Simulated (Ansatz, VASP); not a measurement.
One calculation of Hf, two programs

```
Hf
1.0
     3.19670    0.00000    0.00000
    -1.59835    2.76842    0.00000
     0.00000    0.00000    5.05780
Hf
2
Direct
  0.49034 0.78161 0.16103
  0.66667 0.33333 0.75000
```

Alike in both runs: task single point; functional PBEsol; k mesh 18 × 18 × 10; occupations gaussian, width 0.15 eV; no spin polarisation.

```csv
,VASP,Ansatz
version,VASP 6.6.1,Ansatz 0.2.0
potentials or method,"VASP PAW PBE potentials, release 64 (Hf_pv), cutoff 520 eV","scalar-relativistic, plane waves, PAW"
valence electrons in the cell,20,52
```

|  | VASP | Ansatz | Ansatz less VASP |
| --- | --- | --- | --- |
| gap on the k mesh at the Fermi level (eV) | none | none | - |
| pressure (GPa) | 3.3 | 3.8 | +0.40 |
| traceless stress, the component that is largest in VASP (GPa) | 8.31 | 8.36 | +0.044 |
| rms of the force components (eV/Å) | 1.991 | 2.028 | +0.0378 |

VASP's potentials were made for PBE, not for PBEsol. Atom by atom the forces differ by 0.038 eV/Å (rms over components). A gap of «none» marks a metal or a gap that the smearing closes. With one functional, cell and mesh, what is left measures potentials, basis and numerics. VASP's potentials hold 20 valence electrons a cell and Ansatz's 52, so a difference there can come from the potentials and not from the codes.

Neither program's run includes spin-orbit coupling.
